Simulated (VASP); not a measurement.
# CdS in VASP: a series of runs

The runs below take CdS through single point, with HSE06.

All numbers are computed with VASP 6.6.1; they aren't measurements. Logs are shortened: lines on timing, memory, paths and dates and some standing lists are left out, and cuts for length are marked.

### 1 The cell of the first run

It takes space group I-4m2 (No. 119, tetragonal). The conventional cell has a = 4.157 Å, b = 4.157 Å, c = 5.820 Å, α = 90.00°, β = 90.00°, γ = 90.00°. Within 3.3 Å of Cd (site symmetry -4m2) lie 4 S at 2.54 Å. S (site symmetry -4m2) has 4 Cd at 2.54 Å within 3.3 Å.

### 2 Single point, HSE06 (uniaxial z strain -1.0%)

Contents of POSCAR:

```
CdS
1.0
    0.0000000000      2.9392148430      2.9098226946
    2.9392148430      0.0000000000      2.9098226946
    2.9392148430      2.9392148430      0.0000000000
Cd S
1 1
Direct
    0.0000000000      0.0000000000      0.0000000000
    0.2500000000      0.2500000000      0.2500000000
```

Contents of INCAR.step1:

```
  PREC = Accurate
  ENCUT = 520
  EDIFF = 1E-5
  ISMEAR = 0
  SIGMA = 0.01
  LREAL = False
  LASPH = True
  NELM = 80
  ALGO = Normal
  ISIF = 2
  LWAVE = True
  NBANDS = 16
  GGA = PE
  KPAR = 4
```

Contents of INCAR.step2:

```
  PREC = Accurate
  ENCUT = 520
  EDIFF = 1E-6
  ISMEAR = 0
  SIGMA = 0.01
  LREAL = False
  LASPH = True
  NELM = 80
  ALGO = Normal
  ISIF = 2
  LWAVE = False
  LCHARG = True
  GGA = PE
  LHFCALC = True
  HFSCREEN = 0.2079
  PRECFOCK = Normal
  LVHAR = True
  NBANDS = 16
  ISTART = 1
  KPAR = 4
```

Contents of KPOINTS:

```
Automatic mesh
0
Gamma
  6 6 6
```

Potentials or basis: VASP PAW PBE potentials, release 64 (Cd, S).

Command:

```console
cat potpaw_PBE.64/Cd/POTCAR potpaw_PBE.64/S/POTCAR > POTCAR
cp INCAR.step1 INCAR
mpirun -np 4 vasp_std > vasp.out
cp INCAR.step2 INCAR
mpirun -np 4 vasp_std > vasp.out
```

OUTCAR:

```text
PREC = Accurate
   ENCUT = 520
   EDIFF = 1E-6
   ISMEAR = 0
   LREAL = False
   LASPH = True
   NELM = 80
   ISIF = 2
   GGA = PE
   LHFCALC = True
   HFSCREEN = 0.2079
   PRECFOCK = Normal
   ISTART = 1

 ion  position               nearest neighbor table
   1  0.000  0.000  0.000-   2 2.54   2 2.54   2 2.54   2 2.54
   2  0.250  0.250  0.250-   1 2.54   1 2.54   1 2.54   1 2.54

  LATTYP: Found a body centered tetragonal cell.
 ALAT       =     4.1566774937
 C/A-ratio  =     1.4000714268

  Lattice vectors:

 A1 = (   0.0000000000,  -2.9392148430,  -2.9098226946)
 A2 = (   0.0000000000,   2.9392148430,  -2.9098226946)
 A3 = (   2.9392148430,   0.0000000000,   2.9098226946)

Analysis of symmetry for initial positions (statically):
=====================================================================
 Subroutine PRICEL returns:
 Original cell was already a primitive cell.

 Routine SETGRP: Setting up the symmetry group for a
 body centered tetragonal supercell.

 Subroutine GETGRP returns: Found  8 space group operations
 (whereof  8 operations were pure point group operations)
 out of a pool of 16 trial point group operations.

The static configuration has the point symmetry D_2d.

Analysis of symmetry for dynamics (positions and initial velocities):
=====================================================================
 Subroutine PRICEL returns:
 Original cell was already a primitive cell.

 Routine SETGRP: Setting up the symmetry group for a
 body centered tetragonal supercell.

 Subroutine GETGRP returns: Found  8 space group operations
 (whereof  8 operations were pure point group operations)
 out of a pool of 16 trial point group operations.

The dynamic configuration has the point symmetry D_2d.

 Subroutine INISYM returns: Found  8 space group operations
 (whereof  8 operations are pure point group operations),
 and found     1 'primitive' translations

----------------------------------------------------------------------------------------

                                     Primitive cell

  volume of cell :      50.2758

  direct lattice vectors                    reciprocal lattice vectors
     0.000000000  2.939214843  2.909822695    -0.170113458  0.170113458  0.171831775
     2.939214843  0.000000000  2.909822695     0.170113458 -0.170113458  0.171831775
     2.939214843  2.939214843  0.000000000     0.170113458  0.170113458 -0.171831775

  length of vectors
     4.135946325  4.135946325  4.156677494     0.295640552  0.295640552  0.295640552

  position of ions in fractional coordinates (direct lattice)
     0.000000000  0.000000000  0.000000000
     0.250000000  0.250000000  0.250000000

  ion indices of the primitive-cell ions
   primitive index   ion index
                 1           1
                 2           2

----------------------------------------------------------------------------------------

 KPOINTS: Automatic mesh

Automatic generation of k-mesh.
 Grid dimensions read from file:
 generate k-points for:    6    6    6

 Generating k-lattice:

  Cartesian coordinates                     Fractional coordinates (reciprocal lattice)
    -0.028352243  0.028352243  0.028638629     0.166666667  0.000000000  0.000000000
     0.028352243 -0.028352243  0.028638629     0.000000000  0.166666667  0.000000000
     0.028352243  0.028352243 -0.028638629     0.000000000  0.000000000  0.166666667

  Length of vectors
     0.049273425  0.049273425  0.049273425

  Shift w.r.t. Gamma in fractional coordinates (k-lattice)
     0.000000000  0.000000000  0.000000000

 Subroutine IBZKPT returns following result:
 ===========================================

 Found     30 irreducible k-points:

 Following reciprocal coordinates:
            Coordinates               Weight
  0.000000  0.000000  0.000000      1.000000
  0.166667  0.000000  0.000000      8.000000
  0.333333  0.000000  0.000000      8.000000
  0.500000  0.000000  0.000000      4.000000
  0.166667  0.166667  0.000000      2.000000
  0.333333  0.166667  0.000000      8.000000
[... 16 lines left out ...]
  0.333333  0.000000  0.333333      4.000000
  0.500000  0.000000  0.333333     16.000000
 [... further k-points ...]
   k-points           NKPTS =     30   k-points in BZ     NKDIM =    216   number of bands    NBANDS=     16
   number of dos      NEDOS =    301   number of ions     NIONS =      2
   total plane-waves  NPLWV =  32768
   dimension x,y,z NGX =    32 NGY =   32 NGZ =   32
   dimension x,y,z NGXF=    64 NGYF=   64 NGZF=   64
   ions per type =               1   1
   NGX,Y,Z   is equivalent  to a cutoff of  12.86, 12.86, 12.80 a.u.
   NGXF,Y,Z  is equivalent  to a cutoff of  25.73, 25.73, 25.60 a.u.
 SYSTEM =  unknown system
   PREC   = accura    normal or accurate (medium, high low for compatibility)
   ISTART =      1    job   : 0-new  1-cont  2-samecut
   ICHARG =      0    charge: 1-file 2-atom 10-const
   ISPIN  =      1    spin polarized calculation?
   LNONCOLLINEAR =      F non collinear calculations
   LSORBIT =      F    spin-orbit coupling
   LASPH  =      T    aspherical Exc in radial PAW
   ENCUT  =  520.0 eV  38.22 Ry    6.18 a.u.   7.69  7.69  7.73*2*pi/ulx,y,z
   NELM   =     80;   NELMIN=  2; NELMDL=  0     # of ELM steps
   EDIFF  = 0.1E-05   stopping-criterion for ELM
   LREAL  =      F    real-space projection
   EDIFFG = 0.1E-04   stopping-criterion for IOM
   NSW    =      0    number of steps for IOM
   IBRION =     -1    ionic relax: 0-MD 1-quasi-New 2-CG
   NFREE  =      0    steps in history (QN), initial steepest desc. (CG)
   ISIF   =      2    stress and relaxation
   ISYM   =      3    0-nonsym 1-usesym 2-fastsym
   POTIM  = 0.5000    time-step for ionic-motion
   TEBEG  =    0.0;   TEEND  =   0.0 temperature during run
   PSTRESS=    0.0 pullay stress
   NELECT =      18.0000    total number of electrons
   NUPDOWN=      -1.0000    fix difference up-down
   EMIN   =  10.00;   EMAX   =-10.00  energy-range for DOS
   EFERMI =   0.00;   METHOD = LEGACY
   ISMEAR =     0;   SIGMA  =   0.01  broadening in eV -4-tet -1-fermi 0-gaus
   EFERMI_NEDOS =   21; number of points for ismear=-14 and -15
   IALGO  =     38    algorithm
   IMIX   =      1    mixing-type and parameters
     AMIX     =   0.40;   BMIX     =  1.00
     AMIX_MAG =   1.60;   BMIX_MAG =  1.00
  volume/ion in A,a.u.               =      25.14       169.64
  Fermi-wavevector in a.u.,A,eV,Ry     =   1.162463  2.196737 18.385839  1.351321
  Thomas-Fermi vector in A             =   2.299024
   LORBIT       =      0    0 simple, 1 ext, 2 COOP (PROOUT), +10 PAW based schemes
   GGA     = PE    functional components
   LHFCALC =     T    Hartree Fock is set to
   PRECFOCK=normal    Normal, Fast or Accurate (Low or Medium for compatibility)
   ENCUT4O =  -1.0   cutoff for four orbital integrals eV
   NKREDX  =     1    reduce k-point grid by
   NKREDY  =     1    reduce k-point grid by
   NKREDZ  =     1    reduce k-point grid by
   AEXX    =    0.2500 exact exchange contribution
   HFSCREEN=    0.2079 screening length (either q_TF or 0.3 A-1)
   HFSCREENC=   0.2079 screening length for correlation (either q_TF or 0.3 A-1)
   ENCUTFOCK=  -1.0 apply spherical cutoff to Coloumb kernel
   IVDW    =     0    specifies the selected vdW correction
   LEPSILON=     F    determine dielectric tensor
   LRPA    =     F    only Hartree local field effects (RPA)
 non-spin polarized calculation
 Gauss-broadening in eV      SIGMA  =   0.01
  energy-cutoff  :      520.00
  volume of cell :       50.28
 maximum number of plane-waves:      1371
  NGX = 24; NGY = 24; NGZ = 24

 number of electron      18.0000005 magnetization

 Free energy of the ion-electron system (eV)
  ---------------------------------------------------
  ext. energy  EPLUGINS =         0.00000000
  ---------------------------------------------------
  free energy    TOTEN  =        -7.61742745 eV

  energy without entropy =       -7.61742745  energy(sigma->0) =       -7.61742745

 E-fermi :   0.6553     XC(G=0):  -7.5442

 val. band max:        0.5730883695   @ k =   0.0000   0.0000   0.0000
 cond. band min:       2.6887159754   @ k =   0.0000   0.0000   0.0000
 fundamental gap:      2.1156276059
 Fermi energy:         0.6552930944

 k-point     1 :       0.0000    0.0000    0.0000
  band No.  band energies     occupation
      1     -12.9235      2.00000
      2      -8.2581      2.00000
      3      -8.2581      2.00000
      4      -8.2525      2.00000
      5      -7.7919      2.00000
      6      -7.7887      2.00000
[... 8 lines left out ...]
     15      13.2493      0.00000
     16      13.3961      0.00000

 k-point     2 :       0.1667    0.0000    0.0000
  band No.  band energies     occupation
      1     -12.8124      2.00000
      2      -8.2219      2.00000
      3      -8.2180      2.00000
      4      -8.1435      2.00000
      5      -7.7920      2.00000
      6      -7.7902      2.00000
[... 8 lines left out ...]
     15      12.4906      0.00000
     16      13.5401      0.00000

 k-point     3 :       0.3333    0.0000    0.0000
  band No.  band energies     occupation
      1     -12.5914      2.00000
      2      -8.1625      2.00000
      3      -8.1574      2.00000
      4      -7.7780      2.00000
      5      -7.7749      2.00000
      6      -7.7526      2.00000
[... 8 lines left out ...]
     15      12.9256      0.00000
     16      12.9339      0.00000

 k-point     4 :       0.5000    0.0000    0.0000
  band No.  band energies     occupation
      1     -12.4830      2.00000
      2      -8.1418      2.00000
      3      -8.1356      2.00000
      4      -7.7596      2.00000
      5      -7.7551      2.00000
      6      -7.3860      2.00000
[... 8 lines left out ...]
     15      14.4657      0.00000
     16      14.5301      0.00000
[... 324 lines left out ...]
 k-point    22 :      -0.3333    0.5000    0.1667
  band No.  band energies     occupation
      1     -12.3483      2.00000
      2      -8.0210      2.00000
      3      -7.9993      2.00000
      4      -7.8703      2.00000
      5      -7.7499      2.00000
      6      -7.1610      2.00000
[... 8 lines left out ...]
     15      15.1840      0.00000
     16      15.2200      0.00000

 k-point    23 :       0.3333    0.0000    0.3333
  band No.  band energies     occupation
      1     -12.4884      2.00000
      2      -8.0219      2.00000
      3      -8.0128      2.00000
      4      -8.0038      2.00000
      5      -7.7313      2.00000
      6      -7.6509      2.00000
[... 8 lines left out ...]
     15      14.0251      0.00000
     16      17.2796      0.00000

 k-point    24 :       0.5000    0.0000    0.3333
  band No.  band energies     occupation
      1     -12.3844      2.00000
      2      -8.0422      2.00000
      3      -7.9743      2.00000
      4      -7.9154      2.00000
      5      -7.7312      2.00000
      6      -7.3257      2.00000
[... 8 lines left out ...]
     15      14.6993      0.00000
     16      15.6672      0.00000

 [... further k-points ...]

------------------------ aborting loop because EDIFF is reached ----------------------------------------

  FORCE on cell =-STRESS in cart. coord.  units (eV):
  Direction    XX          YY          ZZ          XY          YZ          ZX
  --------------------------------------------------------------------------------------
  -------------------------------------------------------------------------------------
  Total        0.3361174      0.3361174      0.3968067      0.0000000      0.0000000      0.0000000
  in kB       10.7113043     10.7113043     12.6453361      0.0000000      0.0000000      0.0000000
  external PRESSURE =      11.3559816 kB  Pullay stress =       0.0000000 kB

 VOLUME and BASIS-vectors are now :
 -----------------------------------------------------------------------------
  energy-cutoff  :      520.00
  volume of cell :       50.28
      direct lattice vectors                 reciprocal lattice vectors
     0.000000000  2.939214843  2.909822695    -0.170113458  0.170113458  0.171831775
     2.939214843  0.000000000  2.909822695     0.170113458 -0.170113458  0.171831775
     2.939214843  2.939214843  0.000000000     0.170113458  0.170113458 -0.171831775

 POSITION                                       TOTAL-FORCE (eV/Angst)
 -----------------------------------------------------------------------------------
      0.00000      0.00000      0.00000        -0.000000     -0.000000      0.000000
      1.46961      1.46961      1.45491         0.000000      0.000000     -0.000000
 -----------------------------------------------------------------------------------
    total drift:                               -0.000002     -0.000002      0.000004

  FREE ENERGIE OF THE ION-ELECTRON SYSTEM (eV)
  ---------------------------------------------------
  free  energy   TOTEN  =        -7.6174274548 eV

  energy  without entropy=       -7.6174274548  energy(sigma->0) =       -7.61742745
```

Wall time 16 min (4 MPI ranks of Intel Xeon Platinum 8375C at 2.90GHz (Ice Lake), shared host); peak memory 0.3 GiB.

What came out:

- Free energy: -7.6174 eV
- Pressure: 1.1 GPa
- Band gap on the k mesh: 2.12 eV

Caveat: the cell differs from its parent crystal (uniaxial z strain -1.0%); the structure was generated, so it needn't be the stable form of CdS; the PAW data sets were made with another functional, which shifts forces and pressure a little.

### 3 Single point, HSE06

This run uses another cell than the first one, of 25.39 Å³/atom.

Contents of POSCAR:

```
CdS
1.0
    0.0000000000      2.9392148430      2.9392148430
    2.9392148430      0.0000000000      2.9392148430
    2.9392148430      2.9392148430      0.0000000000
Cd S
1 1
Direct
    0.0000000000      0.0000000000      0.0000000000
    0.2500000000      0.2500000000      0.2500000000
```

Contents of INCAR.step1:

```
SYSTEM = CdS
ALGO = Normal ; EDIFF = 1E-5
ENCUT = 520 ; GGA = PE
ISIF = 2 ; ISMEAR = 0
LASPH = .TRUE. ; LCHARG = .FALSE.
LREAL = .FALSE. ; LWAVE = .TRUE.
NBANDS = 16 ; NELM = 60
PREC = Accurate ; SIGMA = 0.01
```

Contents of INCAR.step2:

```
SYSTEM = CdS
ALGO = Normal ; EDIFF = 1E-6
ENCUT = 520 ; GGA = PE
HFSCREEN = 0.2079 ; ISIF = 2
ISMEAR = 0 ; ISTART = 1
LASPH = .TRUE. ; LCHARG = .FALSE.
LHFCALC = .TRUE. ; LREAL = .FALSE.
LWAVE = .FALSE. ; NBANDS = 16
NELM = 60 ; PREC = Accurate
PRECFOCK = Normal ; SIGMA = 0.01
```

Contents of KPOINTS:

```
k-points
0
G
  6 6 6
  0 0 0
```

Potentials or basis: VASP PAW PBE potentials, release 64 (Cd, S).

Command:

```console
cat potpaw_PBE.64/Cd/POTCAR potpaw_PBE.64/S/POTCAR > POTCAR
cp INCAR.step1 INCAR
mpirun -np 1 vasp_std > vasp.out
cp INCAR.step2 INCAR
mpirun -np 1 vasp_std > vasp.out
```

Run time: 60 min. Hardware: 1 thread of Oxide Virtual Turin-like, shared host; peak memory 0.27 GiB.

Results (log left out):

```
Free energy            : -7.6204 eV
Pressure               : 0.5 GPa
Band gap on the k mesh : 2.11 eV
```

Levels at points of the mesh, in eV from the valence-band top:
```tsv
k point	band 5	band 6	band 7	band 8	band 9	band 10	band 11	band 12	band 13	band 14
(0.00, 0.00, 0.00)	-8.33	-8.33	0.00	0.00	0.00	2.11	7.71	7.71	7.71	12.62
(0.50, 0.00, 0.00)	-8.29	-7.93	-4.54	-0.77	-0.77	4.07	8.15	8.15	8.60	12.23
(0.50, 0.50, 0.00)	-8.25	-7.85	-4.11	-1.93	-1.93	4.48	5.44	10.43	12.13	12.13
```

Caveat: the structure was generated, so it needn't be the stable form of CdS; the PAW data sets were made with another functional, which shifts forces and pressure a little.
